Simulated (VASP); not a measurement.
# AlN (aluminium nitride) (P6_3mc) in VASP: further runs

AlN (aluminium nitride) is run at these levels: PBE; tasks: single point, relaxation of cell and atoms.

Everything below comes from runs of VASP 6.6.1. Logs are shortened: lines on timing, memory, paths and dates and some standing lists are left out, and cuts for length are marked.

## Step 1: The cell of the first run

Symmetry: P6_3mc, No. 186, hexagonal system. Conventional cell: a = 3.130 Å, b = 3.130 Å, c = 5.018 Å, α = 90.00°, β = 90.00°, γ = 120.00°. Within 2.5 Å of Al (site symmetry 3m) lie 4 N at 1.90 to 1.91 Å. Within 2.5 Å of N (site symmetry 3m) lie 4 Al at 1.90 to 1.91 Å.

## Step 2: Single point, PBE

Input file INCAR:

```
SYSTEM = AlN
ALGO = Normal
EDIFF = 1E-6
ENCUT = 520
GGA = PE
ISIF = 2
ISMEAR = 0
LASPH = .TRUE.
LCHARG = .FALSE.
LREAL = .FALSE.
LWAVE = .FALSE.
NBANDS = 16
NELM = 80
PREC = Accurate
SIGMA = 0.01
```

Input file KPOINTS:

```
k-points
0
G
  10 10 6
  0 0 0
```

Input file POSCAR:

```
AlN
1.0
    3.1301619345      0.0000000000      0.0000000000
   -1.5650809672      2.7107997532      0.0000000000
    0.0000000000      0.0000000000      5.0180197877
Al N
2 2
Direct
    0.3333333333      0.6666666667      0.0001306392
    0.6666666667      0.3333333333      0.5001306392
    0.3333333333      0.6666666667      0.3816693608
    0.6666666667      0.3333333333      0.8816693608
```

Potentials or basis: VASP PAW PBE potentials, release 64 (Al, N).

Launch:

```bash
> cat potpaw_PBE.64/Al/POTCAR potpaw_PBE.64/N/POTCAR > POTCAR
> mpirun -np 1 vasp_std > vasp.out
```

OUTCAR:

```text
SYSTEM = AlN
   EDIFF = 1E-6
   ENCUT = 520
   GGA = PE
   ISIF = 2
   ISMEAR = 0
   LASPH = .TRUE.
   LREAL = .FALSE.
   NELM = 80
   PREC = Accurate

 ion  position               nearest neighbor table
   1  0.333  0.667  0.000-   4 1.90   4 1.90   4 1.90   3 1.91   2 3.09   2 3.09   2 3.09   2 3.09
                             2 3.09   2 3.09
   2  0.667  0.333  0.500-   3 1.90   3 1.90   3 1.90   4 1.91   1 3.09   1 3.09   1 3.09   1 3.09
                             1 3.09   1 3.09
   3  0.333  0.667  0.382-   2 1.90   2 1.90   2 1.90   1 1.91
   4  0.667  0.333  0.882-   1 1.90   1 1.90   1 1.90   2 1.91

  LATTYP: Found a hexagonal cell.
 ALAT       =     3.1301619345
 C/A-ratio  =     1.6031182708

  Lattice vectors:

 A1 = (   3.1301619345,   0.0000000000,   0.0000000000)
 A2 = (  -1.5650809672,   2.7107997532,   0.0000000000)
 A3 = (   0.0000000000,   0.0000000000,   5.0180197877)

Analysis of symmetry for initial positions (statically):
=====================================================================
 Subroutine PRICEL returns:
 Original cell was already a primitive cell.

 Routine SETGRP: Setting up the symmetry group for a
 hexagonal supercell.

 Subroutine GETGRP returns: Found 12 space group operations
 (whereof  6 operations were pure point group operations)
 out of a pool of 24 trial point group operations.

The static configuration has the point symmetry C_3v.
 The point group associated with its full space group is C_6v.

Analysis of symmetry for dynamics (positions and initial velocities):
=====================================================================
 Subroutine PRICEL returns:
 Original cell was already a primitive cell.

 Routine SETGRP: Setting up the symmetry group for a
 hexagonal supercell.

 Subroutine GETGRP returns: Found 12 space group operations
 (whereof  6 operations were pure point group operations)
 out of a pool of 24 trial point group operations.

The dynamic configuration has the point symmetry C_3v.
 The point group associated with its full space group is C_6v.

 Subroutine INISYM returns: Found 12 space group operations
 (whereof  6 operations are pure point group operations),
 and found     1 'primitive' translations

----------------------------------------------------------------------------------------

                                     Primitive cell

  volume of cell :      42.5791

  direct lattice vectors                    reciprocal lattice vectors
     3.130161934  0.000000000  0.000000000     0.319472290  0.184447412  0.000000000
    -1.565080967  2.710799753  0.000000000     0.000000000  0.368894825  0.000000000
     0.000000000  0.000000000  5.018019788     0.000000000  0.000000000  0.199281797

  length of vectors
     3.130161934  3.130161934  5.018019788     0.368894825  0.368894825  0.199281797

  position of ions in fractional coordinates (direct lattice)
     0.333333333  0.666666667  0.000130639
     0.666666667  0.333333333  0.500130639
     0.333333333  0.666666667  0.381669361
     0.666666667  0.333333333  0.881669361

  ion indices of the primitive-cell ions
   primitive index   ion index
                 1           1
                 2           2
                 3           3
                 4           4

----------------------------------------------------------------------------------------

 KPOINTS: k-points

Automatic generation of k-mesh.
 Grid dimensions read from file:
 generate k-points for:   10   10    6

 Generating k-lattice:

  Cartesian coordinates                     Fractional coordinates (reciprocal lattice)
     0.031947229  0.018444741  0.000000000     0.100000000 -0.000000000  0.000000000
     0.000000000  0.036889482  0.000000000     0.000000000  0.100000000  0.000000000
     0.000000000  0.000000000  0.033213633     0.000000000  0.000000000  0.166666667

  Length of vectors
     0.036889482  0.036889482  0.033213633

  Shift w.r.t. Gamma in fractional coordinates (k-lattice)
     0.000000000  0.000000000  0.000000000

 Subroutine IBZKPT returns following result:
 ===========================================

 Found     56 irreducible k-points:

 Following reciprocal coordinates:
            Coordinates               Weight
  0.000000  0.000000  0.000000      1.000000
  0.100000  0.000000  0.000000      6.000000
  0.200000  0.000000  0.000000      6.000000
  0.300000 -0.000000  0.000000      6.000000
  0.400000 -0.000000  0.000000      6.000000
  0.500000  0.000000  0.000000      3.000000
[... 16 lines left out ...]
  0.300000  0.100000  0.166667     24.000000
  0.400000  0.100000  0.166667     24.000000
 [... further k-points ...]
   k-points           NKPTS =     56   k-points in BZ     NKDIM =     56   number of bands    NBANDS=     16
   number of dos      NEDOS =    301   number of ions     NIONS =      4
   total plane-waves  NPLWV =  23040
   dimension x,y,z NGX =    24 NGY =   24 NGZ =   40
   dimension x,y,z NGXF=    48 NGYF=   48 NGZF=   80
   ions per type =               2   2
   NGX,Y,Z   is equivalent  to a cutoff of  12.75, 12.75, 13.25 a.u.
   NGXF,Y,Z  is equivalent  to a cutoff of  25.49, 25.49, 26.50 a.u.
 SYSTEM =  AlN
   PREC   = accura    normal or accurate (medium, high low for compatibility)
   ISTART =      0    job   : 0-new  1-cont  2-samecut
   ICHARG =      2    charge: 1-file 2-atom 10-const
   ISPIN  =      1    spin polarized calculation?
   LNONCOLLINEAR =      F non collinear calculations
   LSORBIT =      F    spin-orbit coupling
   LASPH  =      T    aspherical Exc in radial PAW
   ENCUT  =  520.0 eV  38.22 Ry    6.18 a.u.   5.82  5.82  9.33*2*pi/ulx,y,z
   NELM   =     80;   NELMIN=  2; NELMDL= -5     # of ELM steps
   EDIFF  = 0.1E-05   stopping-criterion for ELM
   LREAL  =      F    real-space projection
   EDIFFG = 0.1E-04   stopping-criterion for IOM
   NSW    =      0    number of steps for IOM
   IBRION =     -1    ionic relax: 0-MD 1-quasi-New 2-CG
   NFREE  =      0    steps in history (QN), initial steepest desc. (CG)
   ISIF   =      2    stress and relaxation
   ISYM   =      2    0-nonsym 1-usesym 2-fastsym
   POTIM  = 0.5000    time-step for ionic-motion
   TEBEG  =    0.0;   TEEND  =   0.0 temperature during run
   PSTRESS=    0.0 pullay stress
   NELECT =      16.0000    total number of electrons
   NUPDOWN=      -1.0000    fix difference up-down
   EMIN   =  10.00;   EMAX   =-10.00  energy-range for DOS
   EFERMI =   0.00;   METHOD = LEGACY
   ISMEAR =     0;   SIGMA  =   0.01  broadening in eV -4-tet -1-fermi 0-gaus
   EFERMI_NEDOS =   21; number of points for ismear=-14 and -15
   IALGO  =     38    algorithm
   IMIX   =      4    mixing-type and parameters
     AMIX     =   0.40;   BMIX     =  1.00
     AMIX_MAG =   1.60;   BMIX_MAG =  1.00
  volume/ion in A,a.u.               =      10.64        71.83
  Fermi-wavevector in a.u.,A,eV,Ry     =   1.181361  2.232449 18.988478  1.395614
  Thomas-Fermi vector in A             =   2.317636
   LORBIT       =      0    0 simple, 1 ext, 2 COOP (PROOUT), +10 PAW based schemes
   GGA     = PE    functional components
   LHFCALC =     F    Hartree Fock is set to
   AEXX    =    0.0000 exact exchange contribution
   IVDW    =     0    specifies the selected vdW correction
   LEPSILON=     F    determine dielectric tensor
   LRPA    =     F    only Hartree local field effects (RPA)
 non-spin polarized calculation
 Gauss-broadening in eV      SIGMA  =   0.01
  energy-cutoff  :      520.00
  volume of cell :       42.58
 maximum number of plane-waves:      1170
 NGX is ok and might be reduce to    24
   NGX = 11   NGY = 11   NGZ = 19

 number of electron      15.9999998 magnetization

 Free energy of the ion-electron system (eV)
  ---------------------------------------------------
  ext. energy  EPLUGINS =         0.00000000
  ---------------------------------------------------
  free energy    TOTEN  =       -29.78050447 eV

  energy without entropy =      -29.78050447  energy(sigma->0) =      -29.78050447

 E-fermi :   6.0546     XC(G=0): -10.8270

 val. band max:        5.9644791778   @ k =   0.0000   0.0000   0.0000
 cond. band min:      10.0081458524   @ k =   0.0000   0.0000   0.0000
 fundamental gap:      4.0436666746
 Fermi energy:         6.0545999059

 k-point     1 :       0.0000    0.0000    0.0000
  band No.  band energies     occupation
      1      -9.1031      2.00000
      2      -7.0204      2.00000
      3       0.0590      2.00000
      4       5.1193      2.00000
      5       5.1193      2.00000
      6       5.7618      2.00000
[... 8 lines left out ...]
     15      18.9304      0.00000
     16      18.9304      0.00000

 k-point     2 :       0.1000    0.0000    0.0000
  band No.  band energies     occupation
      1      -8.9787      2.00000
      2      -6.9504      2.00000
      3       0.2082      2.00000
      4       4.5448      2.00000
      5       4.9590      2.00000
      6       5.1920      2.00000
[... 8 lines left out ...]
     15      18.8870      0.00000
     16      18.9954      0.00000

 k-point     3 :       0.2000    0.0000    0.0000
  band No.  band energies     occupation
      1      -8.6218      2.00000
      2      -6.7680      2.00000
      3       0.6444      2.00000
      4       3.2522      2.00000
      5       4.0913      2.00000
      6       4.6096      2.00000
[... 8 lines left out ...]
     15      18.0599      0.00000
     16      18.5932      0.00000

 k-point     4 :       0.3000   -0.0000    0.0000
  band No.  band energies     occupation
      1      -8.0891      2.00000
      2      -6.5619      2.00000
      3       1.3234      2.00000
      4       1.9158      2.00000
      5       2.9905      2.00000
      6       4.2527      2.00000
[... 8 lines left out ...]
     15      17.8287      0.00000
     16      19.7651      0.00000
[... 324 lines left out ...]
 k-point    22 :       0.2000    0.1000    0.1667
  band No.  band energies     occupation
      1      -8.2008      2.00000
      2      -6.7692      2.00000
      3       1.1698      2.00000
      4       2.7039      2.00000
      5       3.1553      2.00000
      6       4.3367      2.00000
[... 8 lines left out ...]
     15      18.1797      0.00000
     16      19.5214      0.00000

 k-point    23 :       0.3000    0.1000    0.1667
  band No.  band energies     occupation
      1      -7.6485      2.00000
      2      -6.5692      2.00000
      3       1.1288      2.00000
      4       1.9545      2.00000
      5       2.7034      2.00000
      6       3.8726      2.00000
[... 8 lines left out ...]
     15      18.1541      0.00000
     16      20.1889      0.00000

 k-point    24 :       0.4000    0.1000    0.1667
  band No.  band energies     occupation
      1      -7.1707      2.00000
      2      -6.5290      2.00000
      3       0.6319      2.00000
      4       1.6172      2.00000
      5       2.9453      2.00000
      6       3.7077      2.00000
[... 8 lines left out ...]
     15      18.4268      0.00000
     16      20.6587      0.00000

 [... further k-points ...]
[... 5 lines left out ...]
  --------------------------------------------------------------------------------------
  -------------------------------------------------------------------------------------
  Total       -0.0699984     -0.0699984     -0.0558699     -0.0000000      0.0000000      0.0000000
  in kB       -2.6339154     -2.6339154     -2.1022858     -0.0000000      0.0000000      0.0000000
  external PRESSURE =      -2.4567055 kB  Pullay stress =       0.0000000 kB

 VOLUME and BASIS-vectors are now :
 -----------------------------------------------------------------------------
  energy-cutoff  :      520.00
  volume of cell :       42.58
      direct lattice vectors                 reciprocal lattice vectors
     3.130161934  0.000000000  0.000000000     0.319472290  0.184447412  0.000000000
    -1.565080967  2.710799753  0.000000000     0.000000000  0.368894825  0.000000000
     0.000000000  0.000000000  5.018019788     0.000000000  0.000000000  0.199281797

 POSITION                                       TOTAL-FORCE (eV/Angst)
 -----------------------------------------------------------------------------------
     -0.00000      1.80720      0.00066        -0.000000      0.000000      0.000788
      1.56508      0.90360      2.50967         0.000000      0.000000      0.000788
     -0.00000      1.80720      1.91522        -0.000000      0.000000     -0.000788
      1.56508      0.90360      4.42423         0.000000     -0.000000     -0.000788
 -----------------------------------------------------------------------------------
    total drift:                               -0.000000      0.000000      0.000575

  FREE ENERGIE OF THE ION-ELECTRON SYSTEM (eV)
  ---------------------------------------------------
  free  energy   TOTEN  =       -29.7805044696 eV

  energy  without entropy=      -29.7805044696  energy(sigma->0) =      -29.78050447
```

It took 10 s on 1 thread of Intel Xeon 6975P-C (Granite Rapids), shared host; peak memory 0.16 GiB.

Results:

```yaml
Free_energy: -29.7805 eV
Pressure: -0.2 GPa
Band_gap_on_the_k_mesh: 4.04 eV, direct
```

Levels at points of the mesh, in eV from the valence-band top:
```tsv
k point	band 4	band 5	band 6	band 7	band 8	band 9	band 10	band 11	band 12	band 13
(0.00, 0.00, 0.00)	-0.85	-0.85	-0.20	-0.20	0.00	4.04	6.51	10.46	11.03	11.03
(0.50, 0.00, 0.00)	-4.12	-3.29	-2.05	-1.74	-0.68	5.76	5.76	8.02	10.14	10.81
(0.00, 0.00, 0.50)	-3.30	-0.53	-0.53	-0.53	-0.53	6.31	6.31	10.17	10.17	11.34
(0.50, 0.00, 0.50)	-5.52	-1.44	-1.44	-1.35	-1.35	5.25	5.25	9.14	9.14	11.60
```

PBE gaps usually lie below the measured ones, often by a third to a half.

## Step 3: Relaxation of cell and atoms, PBE

This run uses another cell than the first one, of 10.44 Å³/atom, 0.981 times its volume.

Input file INCAR:

```
ALGO = Normal
EDIFF = 1E-6
EDIFFG = -0.002
ENCUT = 600
GGA = PE
IBRION = 2
ISIF = 3
ISMEAR = 0
LASPH = True
LCHARG = False
LREAL = False
LWAVE = False
NELM = 80
NSW = 80
PREC = Accurate
SIGMA = 0.01
```

Input file KPOINTS:

```
k-points
0
Gamma
  10 10 6
```

Input file POSCAR:

```
AlN
1.0
    3.1120000000      0.0000000000      0.0000000000
   -1.5560000000      2.6950710566      0.0000000000
    0.0000000000      0.0000000000      4.9800000000
Al N
2 2
Direct
    0.3333333333      0.6666666667      0.0000000000
    0.6666666667      0.3333333333      0.5000000000
    0.3333333333      0.6666666667      0.3818000000
    0.6666666667      0.3333333333      0.8818000000
```

Potentials or basis: VASP PAW PBE potentials, release 64 (Al, N).

Launch:

```bash
> cat potpaw_PBE.64/Al/POTCAR potpaw_PBE.64/N/POTCAR > POTCAR
> mpirun -np 1 vasp_std > vasp.out
```

It took 46 s on 1 thread of Intel Xeon 6975P-C (Granite Rapids), shared host; peak memory 0.19 GiB.

Results (log left out):

| Item | Value |
| --- | --- |
| Free energy | -29.7826 eV |
| Relaxed volume | 10.62 Å³/atom |
| Relaxed cell | a = 3.128 Å, b = 3.128 Å, c = 5.015 Å, α = 90.00°, β = 90.00°, γ = 120.00° |
| Space group after relaxing (to 0.05 Å) | P6_3mc (No. 186) |
| Energy gained by relaxing | 2.0 meV/atom |
| Ionic steps | 8 |
| Pressure after relaxing | 0.0 GPa |
| Band gap on the k mesh | 4.06 eV, direct |

Step by step:
```tsv
step	energy change (eV)	largest force (eV/Å)	pressure (GPa)	volume (Å³)
1	0.0000	0.0112	3.49	41.77
2	-0.0016	0.0257	-2.91	43.16
3	-0.0078	0.0094	0.01	42.49
4	-0.0077	0.0097	-0.06	42.51
5	-0.0078	0.0085	-0.06	42.51
6	-0.0078	0.0076	-0.06	42.51
7	-0.0078	0.0051	0.05	42.48
8	-0.0078	0.0003	0.01	42.50
```

Final structure:
```yaml
crystal:
  lattice:
    - [3.12803, 0.00000, 0.00000]
    - [-1.56401, 2.70895, 0.00000]
    - [0.00000, 0.00000, 5.01504]
  atoms:
    - { symbol: Al, position: [0.33333, 0.66667, 0.00014] }
    - { symbol: Al, position: [0.66667, 0.33333, 0.50014] }
    - { symbol: N, position: [0.33333, 0.66667, 0.38166] }
    - { symbol: N, position: [0.66667, 0.33333, 0.88166] }
```

Levels at points of the mesh, in eV from the valence-band top:
| k point | band 4 | band 5 | band 6 | band 7 | band 8 | band 9 | band 10 | band 11 | band 12 |
| --- | --- | --- | --- | --- | --- | --- | --- | --- | --- |
| (0.00, 0.00, 0.00) | -0.85 | -0.85 | -0.20 | -0.20 | 0.00 | 4.06 | 6.53 | 10.47 | 11.04 |
| (0.50, 0.00, 0.00) | -4.13 | -3.30 | -2.06 | -1.75 | -0.68 | 5.77 | 5.77 | 8.04 | 10.16 |
| (0.00, 0.00, 0.50) | -3.30 | -0.53 | -0.53 | -0.53 | -0.53 | 6.33 | 6.33 | 10.18 | 10.18 |
| (0.50, 0.00, 0.50) | -5.53 | -1.44 | -1.44 | -1.35 | -1.35 | 5.25 | 5.25 | 9.15 | 9.15 |
